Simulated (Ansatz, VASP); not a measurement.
## One calculation of Al2Au, two programs

```
CELL_PARAMETERS angstrom
0.00000 2.99798 2.99798
2.99798 0.00000 2.99798
2.99798 2.99798 0.00000
ATOMIC_POSITIONS crystal
Al 0.25000 0.25000 0.25000
Al 0.75000 0.75000 0.75000
Au 0.00000 0.00000 0.00000
```

Alike in both runs: functional r2SCAN; dispersion rVV10; k mesh 12 × 12 × 12; occupations gaussian, width 0.1 eV; no spin polarisation.

Ansatz relaxed the structure, and its values are those at the end. VASP's run is a single point on that final structure, the one shown.

```csv
,VASP,Ansatz
version,VASP 6.6.1,Ansatz 0.2.0
potentials or method,"VASP PAW PBE potentials, release 64 (Al, Au), cutoff 520 eV","scalar-relativistic, plane waves, PAW"
valence electrons in the cell,17,25
```

Ansatz gave:

* gap on the k mesh at the Fermi level (eV): none
* pressure (GPa): 0.0

**Question.** Which values does VASP return?

**Answer.** gap on the k mesh at the Fermi level (eV): none; pressure (GPa): -0.1.

VASP's potentials were made for PBE, not for r2SCAN. A gap of «none» marks a metal or a gap that the smearing closes. VASP's potentials hold 17 valence electrons a cell and Ansatz's 25, so a difference there can come from the potentials and not from the codes.

Spin-orbit coupling is off throughout.
